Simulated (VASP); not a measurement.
# BePt (Fm-3m) in VASP: a series of runs

BePt is run at these levels: PBE; tasks: single point.

All numbers are computed with VASP 6.6.1; they aren't measurements. Logs are shortened: lines on timing, memory, paths and dates and some standing lists are left out, and cuts for length are marked.

## 1. The cell of the first run

The structure is cubic, space group Fm-3m (No. 225). Conventional cell: a = 4.565 Å, b = 4.565 Å, c = 4.565 Å, α = 90.00°, β = 90.00°, γ = 90.00°. Be (site symmetry m-3m) has 6 Pt at 2.28 Å within 3.0 Å. Within 3.0 Å of Pt (site symmetry m-3m) lie 6 Be at 2.28 Å.

## 2. Single point, PBE, non-collinear spin, zero start, spin-orbit coupling

Input file INCAR:

```
SYSTEM = BePt
ALGO     = Normal         ! electronic algorithm
EDIFF    = 1E-6           ! SCF threshold, eV
ENCUT    = 520            ! plane-wave cutoff, eV
GGA      = PE             ! functional
GGA_COMPAT= .False.      
ISIF     = 2              ! what is computed and relaxed
ISMEAR   = -1             ! smearing method
LASPH    = .True.         ! aspherical terms in the spheres
LCHARG   = .False.        ! write CHGCAR
LMAXMIX  = 4              ! l up to which the mixer works
LORBIT   = 11             ! projections on sites
LORBMOM  = .True.       
LREAL    = .False.        ! projectors in reciprocal space
LSORBIT  = .True.         ! spin-orbit coupling
LWAVE    = .False.        ! write WAVECAR
MAGMOM   = 0 0 0 0 0 0    ! initial moments
NBANDS   = 24             ! bands
NELM     = 150            ! most SCF steps
PREC     = Accurate       ! precision mode
SIGMA    = 0.1            ! smearing width, eV
```

Input file KPOINTS:

```
k-points
0
Gamma
  7 7 7
  0 0 0
```

Input file POSCAR:

```
BePt
1.0
    0.0000000000      2.2824940500      2.2824940500
    2.2824940500      0.0000000000      2.2824940500
    2.2824940500      2.2824940500      0.0000000000
Be Pt
1 1
Direct
    0.0000000000      0.0000000000      0.0000000000
    0.5000000000      0.5000000000      0.5000000000
```

Potentials or basis: VASP PAW PBE potentials, release 64 (Be, Pt).

Run with:

```bash
cat potpaw_PBE.64/Be/POTCAR potpaw_PBE.64/Pt/POTCAR > POTCAR
mpirun -np 1 vasp_ncl > vasp.out
```

OUTCAR:

```text
SYSTEM = BePt
   EDIFF = 1E-6
   ENCUT = 520
   GGA = PE
   ISIF = 2
   ISMEAR = -1
   LASPH = .True.
   LORBIT = 11
   LREAL = .False.
   LSORBIT = .True.
   NELM = 150
   PREC = Accurate

 ion  position               nearest neighbor table
   1  0.000  0.000  0.000-   2 2.28   2 2.28   2 2.28   2 2.28   2 2.28   2 2.28
   2  0.500  0.500  0.500-   1 2.28   1 2.28   1 2.28   1 2.28   1 2.28   1 2.28

  LATTYP: Found a face centered cubic cell.
 ALAT       =     4.5649881000

  Lattice vectors:

 A1 = (   0.0000000000,   2.2824940500,   2.2824940500)
 A2 = (   2.2824940500,   0.0000000000,   2.2824940500)
 A3 = (   2.2824940500,   2.2824940500,   0.0000000000)

Analysis of symmetry for initial positions (statically):
=====================================================================
 Subroutine PRICEL returns:
 Original cell was already a primitive cell.

 Routine SETGRP: Setting up the symmetry group for a
 face centered cubic supercell.

 Subroutine GETGRP returns: Found 48 space group operations
 (whereof 48 operations were pure point group operations)
 out of a pool of 48 trial point group operations.

The static configuration has the point symmetry O_h .

Analysis of symmetry for dynamics (positions and initial velocities):
=====================================================================
 Subroutine PRICEL returns:
 Original cell was already a primitive cell.

 Routine SETGRP: Setting up the symmetry group for a
 face centered cubic supercell.

 Subroutine GETGRP returns: Found 48 space group operations
 (whereof 48 operations were pure point group operations)
 out of a pool of 48 trial point group operations.

The dynamic configuration has the point symmetry O_h .

Analysis of structural, dynamic, and magnetic symmetry:
=====================================================================
 Subroutine PRICEL returns:
 Original cell was already a primitive cell.

 Routine SETGRP: Setting up the symmetry group for a
 face centered cubic supercell.

 Subroutine GETGRP returns: Found 48 space group operations
 (whereof 48 operations were pure point group operations)
 out of a pool of 48 trial point group operations.

The overall configuration has the point symmetry O_h .

 Subroutine INISYM returns: Found 48 space group operations
 (whereof 48 operations are pure point group operations),
 and found     1 'primitive' translations
[... 708 lines left out ...]
      0.00000      0.00000      0.00000        -0.000000      0.000000     -0.000000
      2.28249      2.28249      2.28249         0.000000     -0.000000      0.000000
 -----------------------------------------------------------------------------------
    total drift:                               -0.000000     -0.000000     -0.000000

  FREE ENERGIE OF THE ION-ELECTRON SYSTEM (eV)
  ---------------------------------------------------
  free  energy   TOTEN  =       -10.6398819876 eV

  energy  without entropy=      -10.6225020141  energy(sigma->0) =      -10.63119200

 orbital moment (x)

 # of ion     p       d       tot
 ----------------------------------------
  1         0.000   0.000   0.000
  2         0.000   0.000   0.000
 ----------------------------------------
            0.000   0.000   0.000

 orbital moment (y)

 # of ion     p       d       tot
 ----------------------------------------
  1         0.000   0.000   0.000
  2        -0.000  -0.000  -0.000
 ----------------------------------------
           -0.000  -0.000  -0.000

 orbital moment (z)

 # of ion     p       d       tot
 ----------------------------------------
  1         0.000   0.000   0.000
  2         0.000   0.000   0.000
 ----------------------------------------
            0.000   0.000   0.000

 Spin-Orbit-Coupling matrix elements

 Ion:    1  E_soc:     -0.0000214
 l=   1
     0.0000000    -0.0000036    -0.0000036
    -0.0000036     0.0000000    -0.0000036
    -0.0000036    -0.0000036     0.0000000
 l=   2
     0.0000000     0.0000000     0.0000000     0.0000000     0.0000000
     0.0000000     0.0000000     0.0000000     0.0000000     0.0000000
     0.0000000     0.0000000     0.0000000     0.0000000     0.0000000
     0.0000000     0.0000000     0.0000000     0.0000000     0.0000000
     0.0000000     0.0000000     0.0000000     0.0000000     0.0000000
 l=   3
     0.0000000     0.0000000     0.0000000     0.0000000     0.0000000     0.0000000     0.0000000
     0.0000000     0.0000000     0.0000000     0.0000000     0.0000000     0.0000000     0.0000000
     0.0000000     0.0000000     0.0000000     0.0000000     0.0000000     0.0000000     0.0000000
     0.0000000     0.0000000     0.0000000     0.0000000     0.0000000     0.0000000     0.0000000
     0.0000000     0.0000000     0.0000000     0.0000000     0.0000000     0.0000000     0.0000000
     0.0000000     0.0000000     0.0000000     0.0000000     0.0000000     0.0000000     0.0000000
     0.0000000     0.0000000     0.0000000     0.0000000     0.0000000     0.0000000     0.0000000

 Ion:    2  E_soc:     -0.6403102
 l=   1
     0.0000000    -0.0268887    -0.0268887
    -0.0268887     0.0000000    -0.0268887
    -0.0268887    -0.0268887     0.0000000
 l=   2
     0.0000000    -0.0204492     0.0000000    -0.0204492    -0.0593805
    -0.0204492     0.0000000    -0.0445354    -0.0204492    -0.0148451
     0.0000000    -0.0445354     0.0000000    -0.0445354     0.0000000
    -0.0204492    -0.0204492    -0.0445354     0.0000000    -0.0148451
    -0.0593805    -0.0148451     0.0000000    -0.0148451     0.0000000
 l=   3
     0.0000000     0.0000000     0.0000000     0.0000000     0.0000000     0.0000000     0.0000000
     0.0000000     0.0000000     0.0000000     0.0000000     0.0000000     0.0000000     0.0000000
     0.0000000     0.0000000     0.0000000     0.0000000     0.0000000     0.0000000     0.0000000
     0.0000000     0.0000000     0.0000000     0.0000000     0.0000000     0.0000000     0.0000000
     0.0000000     0.0000000     0.0000000     0.0000000     0.0000000     0.0000000     0.0000000
     0.0000000     0.0000000     0.0000000     0.0000000     0.0000000     0.0000000     0.0000000
     0.0000000     0.0000000     0.0000000     0.0000000     0.0000000     0.0000000     0.0000000

 total charge

# of ion       s       p       d       tot
------------------------------------------
    1        0.475   0.687   0.000   1.162
    2        0.713   0.528   8.251   9.492
--------------------------------------------------
tot          1.188   1.215   8.251  10.654

 magnetization (x)

# of ion       s       p       d       tot
------------------------------------------
    1        0.000  -0.000   0.000  -0.000
    2       -0.000  -0.000   0.000  -0.000
--------------------------------------------------
tot         -0.000  -0.000   0.000  -0.000

 magnetization (y)

# of ion       s       p       d       tot
------------------------------------------
    1        0.000   0.000   0.000   0.000
    2        0.000  -0.000  -0.000  -0.000
--------------------------------------------------
tot          0.000  -0.000  -0.000  -0.000

 magnetization (z)

# of ion       s       p       d       tot
------------------------------------------
    1        0.000   0.000   0.000   0.000
    2        0.000  -0.000  -0.000  -0.000
--------------------------------------------------
tot          0.000  -0.000  -0.000  -0.000
```

Run time: 20 s. Hardware: 1 thread of Intel Xeon Platinum 8259CL at 2.50GHz (Skylake/Cascade Lake), shared host; peak memory 0.2 GiB.

What came out:

| Property | Result |
| --- | --- |
| Free energy | -10.6399 eV |
| Pressure | 11.5 GPa |
| Net moment | 0.00 μB per cell |
| Valence electrons inside the program's atomic spheres | Be 1.16; Pt 9.49 |

Moments on the atoms (μB; x, y, z):
```
Be  0.00 0.00 0.00
Pt  0.00 0.00 0.00
```

## 3. Single point, PBE, non-collinear spin, zero start, spin-orbit coupling

Input file INCAR:

```
PREC = Accurate
ENCUT = 520
EDIFF = 1E-7
ISMEAR = -1
SIGMA = 0.1
LREAL = False
LASPH = True
NELM = 150
ALGO = Fast
ISIF = 2
LWAVE = False
LCHARG = False
MAGMOM = 0 0 0 0 0 0
LORBIT = 11
LSORBIT = True
GGA_COMPAT = False
LORBMOM = True
LMAXMIX = 4
GGA = PE
NBANDS = 24
```

Input file KPOINTS:

```
regular mesh
0
Gamma
  9 9 9
```

POSCAR is that of step 2.

Potentials or basis: VASP PAW PBE potentials, release 64 (Be, Pt).

Run with:

```bash
cat potpaw_PBE.64/Be/POTCAR potpaw_PBE.64/Pt/POTCAR > POTCAR
mpirun -np 1 vasp_ncl > vasp.out
```

It took 42 s on 1 thread of Intel Xeon Platinum 8259CL at 2.50GHz (Skylake/Cascade Lake), shared host; peak memory 0.21 GiB.

It converged, with:

- Free energy: -10.6302 eV
- Pressure: 11.8 GPa
- Net moment: 0.00 μB per cell
- Valence electrons inside the program's atomic spheres: Be 1.16; Pt 9.50

Moments on the atoms (μB; x, y, z):
```
Be  0.00 0.00 0.00
Pt  0.00 0.00 0.00
```

## 4. Single point, PBE, non-collinear spin, zero start, spin-orbit coupling

Input file INCAR:

```
PREC = Accurate ; ENCUT = 520
EDIFF = 1E-7 ; ISMEAR = -1
SIGMA = 0.1 ; LREAL = False
LASPH = True ; NELM = 150
ALGO = Normal ; ISIF = 2
LWAVE = False ; LCHARG = False
LNONCOLLINEAR = True ; MAGMOM = 0 0 0 0 0 0
LORBIT = 11 ; LSORBIT = True
GGA_COMPAT = False ; LORBMOM = True
LMAXMIX = 4 ; GGA = PE
NBANDS = 24
```

Input file KPOINTS:

```
regular mesh
0
Gamma
  11 11 11
```

POSCAR is that of step 3.

Run with:

```bash
cat potpaw_PBE.64/Be/POTCAR potpaw_PBE.64/Pt/POTCAR > POTCAR
mpirun -np 1 vasp_ncl > vasp.out
```

It took 50 s on 1 thread of Intel Xeon Platinum 8259CL at 2.50GHz (Skylake/Cascade Lake), shared host; peak memory 0.22 GiB.

Results (log left out):

- Free energy: -10.6317 eV
- Pressure: 11.8 GPa
- Net moment: 0.00 μB per cell
- Valence electrons inside the program's atomic spheres: Be 1.16; Pt 9.49

Moments on the atoms (μB; x, y, z):
```
Be  0.00 0.00 0.00
Pt  0.00 0.00 0.00
```

## 5. The runs side by side

```tsv
k mesh	pressure (GPa)	moment (μB)
7 × 7 × 7	11.5	0.00
9 × 9 × 9	11.8	0.00
11 × 11 × 11	11.8	0.00
```

Alike in all rows: task single point; level PBE; potentials or basis VASP PAW PBE potentials, release 64 (Be, Pt); spin non-collinear, zero start, SOC; cell as given; cutoff (eV) 520; smearing fermi-dirac 0.1 eV.

Absolute energies hang on the potentials; compare differences alone.
